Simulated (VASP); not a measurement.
Runs of VASP 6.6.1 on Te. The structure is that of space group P6_3/mmc (No. 194), or close to it. The cells are those of the table. This isn't the form of Te at room conditions, which is trigonal, of chains.

| task | cell | k mesh | cutoff (eV) | gap on the mesh (eV) | pressure (GPa) |
| --- | --- | --- | --- | --- | --- |
| single point | a = 4.243, b = 4.243, c = 4.521 Å, angles 90.0, 90.0, 120.0°, 2 atoms | 10 × 10 × 8 | 520 | none | (a) |
| single point | a = 3.963, b = 3.963, c = 4.223 Å, angles 90.0, 90.0, 120.0°, 2 atoms | 10 × 10 × 8 | 520 | none | 7.3 |
| single point | a = 4.022, b = 4.022, c = 4.286 Å, angles 90.0, 90.0, 120.0°, 2 atoms | 10 × 10 × 8 | 520 | none | 4.2 |
| single point | a = 4.135, b = 4.135, c = 4.407 Å, angles 90.0, 90.0, 120.0°, 2 atoms | 11 × 11 × 6 | 520 | none | -0.1 |
| relaxation of cell and atoms | relaxed from a = 3.442, b = 3.442, c = 5.621 Å, angles 90.0, 90.0, 120.0°, 2 atoms | 11 × 11 × 6 | 600 | none | 0.0 |

Alike in all rows: level RPBE; potentials or basis VASP PAW PBE potentials, release 64 (Te); no spin polarisation; smearing fermi-dirac 0.1 eV.

**Question.** Estimate the missing entries.

**Answer.** (a) -2.9.

Caveats: the PAW data sets were made with another functional, which shifts forces and pressure a little; spin-orbit coupling is left out, which moves the levels of the heavy elements; the cell stands under pressure (at least some runs); a cell axis changed by over 15 % at a fixed basis, so the end point is rough (at least some runs).

A k mesh can miss the band edges, and the runs leave out spin-orbit coupling on Te.

A gap of «none» marks levels without a gap at the run's occupations.
